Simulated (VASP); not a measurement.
Here is a VASP 6.6.1 calculation.

Contents of INCAR:

```
PREC = Accurate
ENCUT = 540
EDIFF = 1E-6
ISMEAR = 0
SIGMA = 0.05
LREAL = F
LASPH = T
NELM = 120
ALGO = Normal
ISIF = 2
LWAVE = F
LCHARG = F
NBANDS = 27
GGA_COMPAT = F
```

File KPOINTS:

```
regular mesh
0
Gamma
  16 16 8
```

File POSCAR:

```
Cd
1.0
    2.9206433348      0.0000000000      0.0000000000
   -1.4603216674      2.5293513234      0.0000000000
    0.0000000000      0.0000000000      5.3932413553
Cd
2
Direct
    0.3333333333      0.6666666667      0.7500000000
    0.6666666667      0.3333333333      0.2500000000
```

Potentials or basis: VASP PAW LDA potentials, release 64 (Cd_sv_GW).

Command:

```console
$ cat potpaw_LDA.64/Cd_sv_GW/POTCAR > POTCAR
$ mpirun -np 1 vasp_std > vasp.out
```

(1) Estimate the pressure.

(2) Predict the band gap on the k mesh.

## Answers

(1) -2.3 GPa.

(2) zero (bands 20 and 21 overlap by 3.91 eV).
